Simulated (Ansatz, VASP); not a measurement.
# Two plane-wave programs on AlRu

```
Al Ru
1.0
     2.99160    0.00000    0.00000
     0.00000    2.99160    0.00000
     0.00000    0.00000    2.99160
Al Ru
1 1
Direct
  0.00000 0.02925 0.00000
  0.50000 0.50000 0.50000
```

Change from the starting cell: all Al atoms moved +0.087 Å, as atom 1 along Cartesian [0 1 0].

Alike in both runs: task single point; functional LDA; k mesh 16 × 16 × 16; occupations gaussian, width 0.15 eV; no spin polarisation.

```csv
,VASP,Ansatz
version,VASP 6.6.1,Ansatz 0.2.0
potentials or method,"VASP PAW LDA potentials, release 64 (Al, Ru_pv), cutoff 520 eV","scalar-relativistic, plane waves, PAW"
valence electrons in the cell,17,19
```

Ansatz gave:

* gap on the k mesh at the Fermi level (eV): none
* pressure (GPa): -7.5
* traceless stress, the component that is largest in VASP (GPa): -0.36
* rms of the force components (eV/Å): 0.357

Task: Which values does VASP return?

Result: gap on the k mesh at the Fermi level (eV): none; pressure (GPa): -7.1; traceless stress, the component that is largest in VASP (GPa): -0.37; rms of the force components (eV/Å): 0.363.

LDA's correlation is that of Perdew and Zunger in VASP and of Perdew and Wang (1992) in Ansatz. Atom by atom the forces differ by 0.006 eV/Å (rms over components). A gap of «none» marks a metal or a gap that the smearing closes. VASP's potentials hold 17 valence electrons a cell and Ansatz's 19, so a difference there can come from the potentials and not from the codes.
